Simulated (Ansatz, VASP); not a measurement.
## C in VASP and in Ansatz

Contents of INCAR:

```
  PREC = Accurate
  ENCUT = 1300
  EDIFF = 1E-6
  ISMEAR = -1
  SIGMA = 0.05
  LREAL = False
  LASPH = True
  NELM = 120
  ALGO = Normal
  ISIF = 2
  LWAVE = False
  LCHARG = False
  GGA = CA
  NBANDS = 16
  GGA_COMPAT = False
```

Contents of KPOINTS:

```
Automatic mesh
0
Gamma
  13 13 7
```

The input POSCAR:

```
C
1.0
    2.5159791810      0.0000000000      0.0000000000
   -1.2579895905      2.1789018861      0.0000000000
    0.0000000000      0.0000000000      4.1907191685
C
4
Direct
    0.3333333333      0.6666666667      0.0628291463
    0.6666666667      0.3333333333      0.5628291463
    0.3333333333      0.6666666667      0.4371708537
    0.6666666667      0.3333333333      0.9371708537
```

Input for Ansatz:

```yaml
crystal:
  lattice:
    - [2.515979181, 0.0, 0.0]
    - [-1.2579895905, 2.1789018861, 0.0]
    - [0.0, 0.0, 4.1907191685]
  atoms:
    - { symbol: C, position: [0.3333333333, 0.6666666667, 0.0628291463] }
    - { symbol: C, position: [0.6666666667, 0.3333333333, 0.5628291463] }
    - { symbol: C, position: [0.3333333333, 0.6666666667, 0.4371708537] }
    - { symbol: C, position: [0.6666666667, 0.3333333333, 0.9371708537] }
hamiltonian:
  xc: lda
  pseudopotentials:
    kind: paw
    azcp:
      C: "pseudopotentials/C.paw.azcp"
basis:
  ecutwfc: 420
  fft_grid_basis: typed
kpoints:
  mp_grid: { grid: [13, 13, 7], shift: [0, 0, 0] }
magnetization:
  spin_polarized: false
scf:
  occupations: { method: fermi_dirac, width: 0.05 }
  lower_state_search: "off"
output:
  stress: true
  write_density: true
  write_potential: true
  elf: true
  volumetric_format: npy
```

Alike in both runs: task single point; functional LDA; k mesh 13 × 13 × 7; occupations fermi-dirac, width 0.05 eV; no spin polarisation.

|  | VASP | Ansatz |
| --- | --- | --- |
| version | VASP 6.6.1 | Ansatz 0.2.0 |
| potentials or method | VASP PAW LDA potentials, release 64 (C_h), cutoff 1300 eV | plane waves (420 eV) with PAW, scalar-relativistic |
| valence electrons in the cell | 16 | 16 |

|  | VASP | Ansatz | Ansatz less VASP |
| --- | --- | --- | --- |
| gap on the k mesh at the Fermi level (eV) | 3.27 | 3.28 | +0.010 |
| pressure (GPa) | -16.3 | -17.1 | -0.80 |
| traceless stress, the component that is largest in VASP (GPa) | -0.21 | -0.17 | +0.038 |

Ansatz warns that its potentials were made for another functional, while VASP's fit it. LDA's correlation is that of Perdew and Zunger in VASP and of Perdew and Wang (1992) in Ansatz.
